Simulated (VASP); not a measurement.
# Cu (Im-3m) in VASP: a series of runs, part 2 of 2

VASP 6.6.1. The steps go on from the part before.

**4. Relaxation of cell and atoms, PBEsol, target pressure 30 GPa, at which the enthalpy is minimised**

INCAR reads:

```
SYSTEM = Cu
  PREC = Accurate
  ENCUT = 600
  EDIFF = 1E-6
  ISMEAR = -1
  SIGMA = 0.05
  LREAL = .FALSE.
  LASPH = .TRUE.
  NELM = 80
  ALGO = Normal
  ISIF = 3
  LWAVE = .FALSE.
  LCHARG = .FALSE.
  GGA = PS
  IBRION = 2
  NSW = 80
  EDIFFG = -0.01
  PSTRESS = 300.0
```

KPOINTS reads:

```
regular mesh
0
G
  21 21 21
  0 0 0
```

POSCAR reads:

```
Cu
1.0
    1.4350000000      1.4350000000      1.4350000000
   -1.4350000000      1.4350000000      1.4350000000
   -1.4350000000     -1.4350000000      1.4350000000
Cu
1
Direct
    0.0000000000      0.0000000000      0.0000000000
```

Potentials or basis: VASP PAW PBE potentials, release 64 (Cu).

Launch:

```bash
$ cat potpaw_PBE.64/Cu/POTCAR > POTCAR
$ mpirun -np 1 vasp_std > vasp.out
```

OUTCAR:

```text
SYSTEM = Cu
   PREC = Accurate
   ENCUT = 600
   EDIFF = 1E-6
   ISMEAR = -1
   LREAL = .FALSE.
   LASPH = .TRUE.
   NELM = 80
   ISIF = 3
   GGA = PS
   IBRION = 2
   NSW = 80
   EDIFFG = -0.01
   PSTRESS = 300.0

 ion  position               nearest neighbor table
   1  0.000  0.000  0.000-

  LATTYP: Found a body centered cubic cell.
 ALAT       =     2.8700000000

  Lattice vectors:

 A1 = (   1.4350000000,  -1.4350000000,  -1.4350000000)
 A2 = (   1.4350000000,   1.4350000000,   1.4350000000)
 A3 = (  -1.4350000000,  -1.4350000000,   1.4350000000)

Analysis of symmetry for initial positions (statically):
=====================================================================
 Subroutine PRICEL returns:
 Original cell was already a primitive cell.

 Routine SETGRP: Setting up the symmetry group for a
 body centered cubic supercell.

[... 207 lines left out ...]
 fundamental gap:      0.0769578868
 Fermi energy:        13.6585829670

 k-point     1 :       0.0000    0.0000    0.0000
  band No.  band energies     occupation
      1       0.6627      2.00000
      2       8.8253      2.00000
      3       8.8253      2.00000
      4       8.8253      2.00000
      5      10.6509      2.00000
      6      10.6509      2.00000
      7      42.3642      0.00000
      8      42.3642      0.00000
      9      42.3642      0.00000
[... 460 lines left out ...]
--------------------------------------- Ionic step        7  -------------------------------------------

 number of electron      10.9999991 magnetization

 Free energy of the ion-electron system (eV)
  ---------------------------------------------------
  ext. energy  EPLUGINS =         0.00000000
  ---------------------------------------------------
  free energy    TOTEN  =        -4.15680287 eV

  energy without entropy =       -4.15461985  energy(sigma->0) =       -4.15571136

 E-fermi :   9.6758     XC(G=0): -13.9167

 val. band max:        9.6367332539   @ k =  -0.4762   0.0952   0.0476
 cond. band min:       9.7323571892   @ k =   0.4286   0.2381   0.1429
 fundamental gap:      0.0956239353
 Fermi energy:         9.6757818986

 k-point     1 :       0.0000    0.0000    0.0000
  band No.  band energies     occupation
      1      -1.0779      2.00000
      2       5.9773      2.00000
      3       5.9773      2.00000
      4       5.9773      2.00000
      5       7.2814      2.00000
      6       7.2814      2.00000
      7      36.3220      0.00000
      8      36.3220      0.00000
      9      36.3220      0.00000
[... 308 lines left out ...]
  energy  without entropy=       -4.1546198459  energy(sigma->0) =       -4.15571136

  enthalpy is  TOTEN    =        -2.2861279007 eV   P V=        1.8706749654

 reached required accuracy - stopping structural energy minimisation
```

OSZICAR:

```text
N       E                     dE             d eps       ncg     rms          rms(c)
DAV:   1     0.385178274380E+02    0.38518E+02   -0.62154E+03  5253   0.228E+03
DAV:   2    -0.487626066193E+01   -0.43394E+02   -0.41285E+02  5216   0.206E+02
DAV:   3    -0.533382919063E+01   -0.45757E+00   -0.45640E+00  5988   0.309E+01
[... 53 lines left out ...]
DAV:   1    -0.416035668702E+01    0.38818E-02   -0.70309E-02  5386   0.718E+00    0.488E-01
DAV:   2    -0.415768817498E+01    0.26685E-02   -0.45241E-02  5387   0.517E+00    0.153E-01
DAV:   3    -0.415690016181E+01    0.78801E-03   -0.56026E-03  5381   0.187E+00    0.675E-02
DAV:   4    -0.415680306044E+01    0.97101E-04   -0.10774E-04  6511   0.139E-01    0.235E-03
DAV:   5    -0.415680286609E+01    0.19435E-06   -0.51955E-07  3137   0.106E-02
   7 F= -.22861279E+01 E0= -.22850364E+01  d E =-.822337E-04
```

CONTCAR:

```text
Cu
   1.00000000000000
     1.3567793452396182    1.3567793452396182    1.3567793452396182
    -1.3567793452396182    1.3567793452396182    1.3567793452396182
    -1.3567793452396182   -1.3567793452396182    1.3567793452396182
  Cu
     1
Direct
     0.0000000000000000    0.0000000000000000    0.0000000000000000

  0.00000000E+00  0.00000000E+00  0.00000000E+00
```

Wall time 2.4 min (1 thread of Intel Xeon 8259CL, shared host); peak memory 0.17 GiB.

Results:

```yaml
Free_energy: -4.1568 eV
Relaxed_volume: 9.99 Å³/atom
Relaxed_cell: a = 2.350 Å, b = 2.350 Å, c = 2.350 Å, α = 70.53°, β = 109.47°, γ = 70.53°
Space_group_after_relaxing_to_0.05_Å: Im-3m (No. 229)
Energy_change_on_relaxing_the_enthalpy_is_what_falls: +110.1 meV/atom
Ionic_steps: 7
Pressure_after_relaxing: 30.0 GPa
```

The path:
| step | energy change (eV) | largest force (eV/Å) | pressure (GPa) | volume (Å³) |
| --- | --- | --- | --- | --- |
| 1 | 0.0000 | 0.0000 | -5.17 | 11.82 |
| 2 | 1.1170 | 0.0000 | 147.83 | 7.91 |
| 3 | 0.0916 | 0.0000 | 26.03 | 10.09 |
| 4 | 0.1088 | 0.0000 | 29.65 | 10.00 |
| 5 | 0.1154 | 0.0000 | 30.85 | 9.96 |
| 6 | 0.1027 | 0.0000 | 29.07 | 10.03 |
| 7 | 0.1101 | 0.0000 | 30.01 | 9.99 |

Final structure:
```
Cu
1.0
     1.35678    1.35678    1.35678
    -1.35678    1.35678    1.35678
    -1.35678   -1.35678    1.35678
Cu
1
Cartesian
  0.0000 0.0000 0.0000
```

Levels at points of the mesh, in eV from the Fermi level:
| k point | band 3 | band 4 | band 5 | band 6 | band 7 | band 8 | band 9 |
| --- | --- | --- | --- | --- | --- | --- | --- |
| (0.00, 0.00, 0.00) | -3.70 | -3.70 | -2.39 | -2.39 | 26.65 | 26.65 | 26.65 |

Caveat: the cell is relaxed towards a set pressure, so the enthalpy falls and the energy may rise; the volume moved by over 15 % at a fixed basis, so the end points are rough; the PAW data sets were made with another functional, which shifts forces and pressure a little.

**5. The runs side by side**

| cell | gap on the mesh (eV) | pressure (GPa) |
| --- | --- | --- |
| relaxed to 10 GPa | none | 10.1 |
| relaxed to 20 GPa | none | 19.9 |
| relaxed to 30 GPa | none | 30.0 |

Alike in all rows: task relaxation of cell and atoms; level PBEsol; potentials or basis VASP PAW PBE potentials, release 64 (Cu); no spin polarisation; k mesh 21 × 21 × 21; cutoff (eV) 600; smearing fermi-dirac 0.05 eV.

Caveats: the cell is relaxed towards a set pressure, so the enthalpy falls and the energy may rise; the PAW data sets were made with another functional, which shifts forces and pressure a little; the volume moved by over 15 % at a fixed basis, so the end points are rough (some runs).

Absolute energies hang on the potentials; compare differences alone.
